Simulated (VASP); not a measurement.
# Si16C15 (a cell with a defect) in VASP: single point with PBEsol

Aim: the single point of Si16C15 (a cell with a defect) with PBEsol.

All numbers are computed with VASP 6.6.1; they aren't measurements. Logs are shortened: lines on timing, memory, paths and dates and some standing lists are left out, and cuts for length are marked.

### 1 The cell of the first run

The cell holds a defect, 31 atoms: a = 6.156 Å, b = 6.156 Å, c = 10.076 Å, α = 90.00°, β = 90.00°, γ = 120.00°.

### 2 Single point, PBEsol, collinear spin (atoms taken out, then relaxed in part)

The input, INCAR:

```
SYSTEM = Si16C15
  ALGO = Normal
  EDIFF = 1E-6
  ENCUT = 520
  GGA = PS
  ISIF = 2
  ISMEAR = 0
  ISPIN = 2
  LASPH = .True.
  LCHARG = .False.
  LORBIT = 11
  LREAL = Auto
  LWAVE = .False.
  MAGMOM = 0.25 0 0 0 0 0 0 0 0.25 0 0.25 0.25 0 0 0 0 0 0 0 0 0 0 0 0 0 0 0 0 0 0 0
  NBANDS = 87
  NELECT = 123.0
  NELM = 150
  PREC = Accurate
  SIGMA = 0.01
```

The input, KPOINTS:

```
k-points
0
Gamma
  2 2 2
  0 0 0
```

The input, POSCAR:

```
Si16C15
1.0
    3.0780369007     -5.3313163111      0.0000000000
   -6.1560738114      0.0000000058      0.0000000000
    0.0000000000      0.0000000000    -10.0756978007
Si C
16 15
Direct
    0.3330484370      0.1686542137      0.0590235201
    0.8345814153      0.1703156897      0.0617849063
    0.3313033617      0.6670245337      0.0617935062
    0.8348297267      0.6668496731      0.0615636305
    0.1667570810      0.3348616788      0.5626178610
    0.6678958217      0.3350991714      0.5628088775
    0.1665241450      0.8337260662      0.5628014775
    0.6670645042      0.8345390533      0.5610110093
    0.5056658248      0.5087690235      0.3124875224
    1.0008182724      0.5008283979      0.3139842528
    0.5049321965      0.9967025667      0.3131307231
    0.9927738462      0.9959326403      0.3125164517
    0.0022520380      0.0024746084      0.8116732131
    0.4990050703      0.0026105292      0.8119251728
    0.0003440213      0.5013069528      0.8115503536
    0.4992048462      0.4994049120      0.8116652663
    0.8356821136      0.1705003634      0.2491696897
    0.3311560626      0.6659959108      0.2491714754
    0.8359573273      0.6656920201      0.2488966097
    0.1670625189      0.3346138418      0.7505510907
    0.6668399121      0.3347309243      0.7507409961
    0.1668777408      0.8348051428      0.7507366923
    0.6666828893      0.8349575778      0.7524656733
    0.4994013663      0.4989938127      0.4992220855
    1.0004492508      0.5011735056      0.5002282453
    0.4991613518      1.0024667033      0.4993342278
    1.0026060028      1.0022055644      0.4992377682
    0.0005031039      0.0016693389      1.0022280825
    0.4996085679      0.0020090997      1.0028676951
    0.0003154116      0.5013030265      0.9990645479
    0.5000206974      0.5011991940      1.0022223199
```

Potentials or basis: VASP PAW PBE potentials, release 64 (Si, C).

Started as:

```
> cat potpaw_PBE.64/Si/POTCAR potpaw_PBE.64/C/POTCAR > POTCAR
> mpirun -np 1 vasp_std > vasp.out
```

OUTCAR:

```text
SYSTEM = Si16C15
   EDIFF = 1E-6
   ENCUT = 520
   GGA = PS
   ISIF = 2
   ISMEAR = 0
   ISPIN = 2
   LASPH = .True.
   LORBIT = 11
   LREAL = Auto
   NELECT = 123.0
   NELM = 150
   PREC = Accurate

 ion  position               nearest neighbor table
   1  0.333  0.169  0.059-  28 1.86  31 1.86  29 1.86  16 3.05  13 3.05  14 3.05   3 3.07   2 3.07
                             4 3.08   4 3.08   2 3.08   3 3.08   9 3.13  12 3.13
   2  0.835  0.170  0.062-  30 1.87  29 1.88  28 1.88  17 1.89   4 3.06   3 3.06   1 3.07  15 3.08
                             1 3.08  11 3.08  12 3.09  14 3.09  13 3.09  10 3.09   3 3.10   4 3.10
   3  0.331  0.667  0.062-  30 1.87  31 1.88  29 1.88  18 1.89   4 3.06   2 3.06   1 3.07  15 3.08
                             1 3.08  11 3.08   9 3.09  14 3.09  16 3.09  10 3.09   2 3.10   4 3.10
   4  0.835  0.667  0.062-  30 1.87  31 1.88  28 1.88  19 1.89   3 3.06   2 3.06  15 3.08   9 3.08
                            12 3.08   1 3.08   1 3.08  13 3.09  16 3.09  10 3.10   2 3.10   3 3.10
   5  0.167  0.335  0.563-  25 1.88  24 1.89  27 1.89  20 1.89  10 3.07   6 3.07   7 3.07  13 3.07
                            16 3.07  15 3.07   8 3.08   8 3.08   7 3.08   6 3.08  12 3.10   9 3.10
   6  0.668  0.335  0.563-  25 1.88  24 1.88  26 1.89  21 1.89   7 3.07  15 3.07   5 3.07  10 3.07
                            16 3.07  14 3.07   8 3.08   8 3.08   5 3.08   7 3.09   9 3.09  11 3.10
   7  0.167  0.834  0.563-  25 1.88  27 1.88  26 1.89  22 1.89   6 3.07  15 3.07  10 3.07   5 3.07
                            13 3.07  14 3.07   8 3.08   8 3.08   5 3.08   6 3.09  12 3.09  11 3.10
   8  0.667  0.835  0.561-  27 1.89  24 1.89  26 1.90  23 1.93  11 3.04  12 3.05   9 3.05   6 3.08
                             7 3.08   5 3.08   5 3.08   7 3.08   6 3.08  16 3.09  13 3.09  14 3.10
   9  0.506  0.509  0.312-  19 1.87  18 1.88  24 1.88  12 3.00  11 3.01   8 3.05  10 3.07   4 3.08
                            10 3.08   3 3.09   6 3.09   5 3.10   1 3.13
  10  0.001  0.501  0.314-  19 1.88  25 1.88  17 1.88  18 1.88   5 3.07   7 3.07   6 3.07   9 3.07
                            12 3.07  11 3.08  11 3.08  12 3.08   9 3.08   3 3.09   2 3.09   4 3.10
  11  0.505  0.997  0.313-  26 1.88  18 1.88  17 1.88  12 3.01   9 3.01   8 3.04  10 3.08  10 3.08
                             2 3.08   3 3.08   7 3.10   6 3.10
  12  0.993  0.996  0.313-  19 1.87  17 1.88  27 1.88   9 3.00  11 3.01   8 3.05  10 3.07   4 3.08
                            10 3.08   2 3.09   7 3.09   5 3.10   1 3.13
  13  0.002  0.002  0.812-  20 1.87  22 1.87  23 1.89  28 1.92   1 3.05  14 3.06  16 3.06   5 3.07
                             7 3.07  15 3.08  15 3.08   4 3.09   2 3.09   8 3.09  16 3.10  14 3.10
  14  0.499  0.003  0.812-  21 1.87  22 1.87  23 1.89  29 1.92   1 3.05  13 3.06  16 3.06   6 3.07
                             7 3.07  15 3.08  15 3.08   2 3.09   3 3.09  16 3.10  13 3.10   8 3.10
  15  0.000  0.501  0.812-  22 1.88  21 1.88  20 1.88  30 1.89   7 3.07   6 3.07   5 3.07   4 3.08
                            13 3.08  16 3.08   3 3.08   2 3.08  14 3.08  14 3.08  16 3.08  13 3.08
  16  0.499  0.499  0.812-  20 1.87  21 1.88  23 1.89  31 1.92   1 3.05  14 3.06  13 3.06   5 3.07
                             6 3.07  15 3.08  15 3.08   4 3.09   3 3.09   8 3.09  13 3.10  14 3.10
  17  0.836  0.171  0.249-  11 1.88  10 1.88  12 1.88   2 1.89
  18  0.331  0.666  0.249-  11 1.88  10 1.88   9 1.88   3 1.89
  19  0.836  0.666  0.249-  12 1.87   9 1.87  10 1.88   4 1.89
  20  0.167  0.335  0.751-  16 1.87  13 1.87  15 1.88   5 1.89
  21  0.667  0.335  0.751-  14 1.87  16 1.88  15 1.88   6 1.89
[... 866 lines left out ...]
     73      13.3825      0.00000
 Fermi energy:         8.6455602151

 spin component 2

 k-point     1 :       0.0000    0.0000    0.0000
  band No.  band energies     occupation
      1      -7.4229      1.00000
      2      -6.3485      1.00000
      3      -6.1201      1.00000
      4      -4.1131      1.00000
      5      -4.1073      1.00000
      6      -4.0244      1.00000
[... 597 lines left out ...]
     72      12.2043      0.00000
     73      13.4031      0.00000
 [bands above 73 left out]

------------------------ aborting loop because EDIFF is reached ----------------------------------------

  FORCE on cell =-STRESS in cart. coord.  units (eV):
  Direction    XX          YY          ZZ          XY          YZ          ZX
  --------------------------------------------------------------------------------------
  -------------------------------------------------------------------------------------
  Total       -9.3568859     -8.9941756    -16.2727244      0.3161924      0.0959223     -0.1926658
  in kB      -45.3344671    -43.5771217    -78.8419667      1.5319641      0.4647473     -0.9334732
  external PRESSURE =     -55.9178518 kB  Pullay stress =       0.0000000 kB

 VOLUME and BASIS-vectors are now :
 -----------------------------------------------------------------------------
  energy-cutoff  :      520.00
  volume of cell :      330.68
      direct lattice vectors                 reciprocal lattice vectors
     3.078036901 -5.331316311  0.000000000    -0.000000000 -0.187570938  0.000000000
    -6.156073811  0.000000006  0.000000000    -0.162441197 -0.093785469  0.000000000
     0.000000000  0.000000000-10.075697801     0.000000000  0.000000000 -0.099248709

 POSITION                                       TOTAL-FORCE (eV/Angst)
 -----------------------------------------------------------------------------------
     -0.01311     -1.77559     -0.59470        -0.004342      0.002912      0.028901
      1.52040     -4.44942     -0.62253         0.008270      0.001754      0.010307
     -3.08649     -1.76628     -0.62261        -0.001525     -0.009091      0.012173
     -1.53554     -4.45074     -0.62030        -0.003870      0.000547      0.004785
     -1.54815     -0.88903     -5.66877         0.000674     -0.002372      0.002249
     -0.00709     -3.56076     -5.67069        -0.007491      0.001658      0.004669
[... 23 lines left out ...]
     -3.08509     -0.00168    -10.06627         0.001159      0.000275      0.000743
     -1.54634     -2.66577     -0.02239         0.000743     -0.004745     -0.000474
 -----------------------------------------------------------------------------------
    total drift:                                0.063505      0.012088      0.004483

  FREE ENERGIE OF THE ION-ELECTRON SYSTEM (eV)
  ---------------------------------------------------
  free  energy   TOTEN  =      -249.6573230303 eV

  energy  without entropy=     -249.6572051949  energy(sigma->0) =     -249.65726411

 total charge

# of ion       s       p       d       tot
------------------------------------------
    1        0.723   0.892   0.000   1.615
    2        0.703   0.974   0.000   1.677
    3        0.703   0.974   0.000   1.677
    4        0.703   0.973   0.000   1.676
    5        0.702   0.967   0.000   1.669
    6        0.702   0.967   0.000   1.669
[... 23 lines left out ...]
   30        0.828   1.712   0.000   2.540
   31        0.831   1.689   0.000   2.521
--------------------------------------------------
tot         23.844  40.540   0.000  64.384

 magnetization (x)

# of ion       s       p       d       tot
------------------------------------------
    1       -0.001  -0.003   0.000  -0.004
    2        0.001   0.001   0.000   0.001
    3        0.001   0.001   0.000   0.001
    4        0.000   0.001   0.000   0.002
    5        0.000   0.000   0.000   0.000
    6        0.000  -0.000   0.000   0.000
[... 23 lines left out ...]
   30       -0.000  -0.000   0.000  -0.000
   31        0.000   0.003   0.000   0.003
--------------------------------------------------
tot          0.074   0.138   0.000   0.212
```

stdout:

```text
POSCAR found type information on POSCAR SiC
 POSCAR found :  2 types and      31 ions
 scaLAPACK will be used
 -----------------------------------------------------------------------------
|                                                                             |
|                                                                             |
|     You enforced a specific xc type in the INCAR file but a different       |
|     I HOPE YOU KNOW WHAT YOU ARE DOING!                                     |
|                                                                             |
 -----------------------------------------------------------------------------

 LDA part: xc-table for (Slater+PW92), standard interpolation
 POSCAR, INCAR and KPOINTS ok, starting setup
 FFT: planning ... GRIDC
 FFT: planning ... GRID_SOFT
 FFT: planning ... GRID
 WAVECAR not read
 entering main loop
 the old and the new charge density differ
 old charge density:   124.00000 new  123.00000
    0.340E+01
```

Wall time 8 min (1 thread of Intel Xeon Platinum 8488C (Sapphire Rapids), shared host); peak memory 0.72 GiB.

What came out:

```yaml
Free_energy: -249.6573 eV
Largest_force: 0.065 eV/Å
Net_moment: 0.49 μB per cell
Site_moments: Si -0.00, +0.00, +0.01, +0.04, +0.07 (each value once); C -0.00, +0.02, +0.01, +0.00 (each value once) μB
Valence_electrons_inside_the_program's_atomic_spheres: Si 1.61, 1.68, 1.67, 1.64, 1.63, 1.62, 1.66 (each value once); C 2.52, 2.54, 2.51 (each value once)
```

Forces in eV/Å, atoms in the order of the input:
```
Si  -0.004  0.003  0.029
Si   0.008  0.002  0.010
Si  -0.002 -0.009  0.012
Si  -0.004  0.001  0.005
Si   0.001 -0.002  0.002
Si  -0.007  0.002  0.005
Si  -0.006  0.003  0.003
Si   0.015 -0.009 -0.062
Si  -0.004  0.016 -0.012
Si  -0.002  0.001 -0.015
Si   0.038 -0.025 -0.027
Si  -0.019 -0.013 -0.011
Si  -0.003  0.018  0.001
Si   0.002 -0.002 -0.006
Si  -0.001 -0.001 -0.001
Si  -0.017 -0.005  0.001
C   -0.012  0.019  0.000
C   -0.014  0.003  0.003
C    0.002  0.000  0.003
C   -0.001  0.002  0.001
C    0.002 -0.003  0.003
C    0.006 -0.001  0.003
C    0.028 -0.013  0.052
C   -0.010 -0.011 -0.003
C    0.002 -0.001  0.005
C   -0.016  0.010  0.000
C    0.005  0.011 -0.004
C    0.005  0.008 -0.001
C    0.005  0.001  0.005
C    0.001  0.000  0.001
C    0.001 -0.005  0.000
```

Caveat: the k points lie up to 0.59 Å⁻¹ apart; the cell carries a net charge on a neutralising background, which shifts energy and pressure; the cell differs from its parent crystal (atoms taken out, then relaxed in part); the cell is charged against a uniform background, so pressure and absolute levels hang on convention; the PAW data sets were made with another functional, which shifts forces and pressure a little.
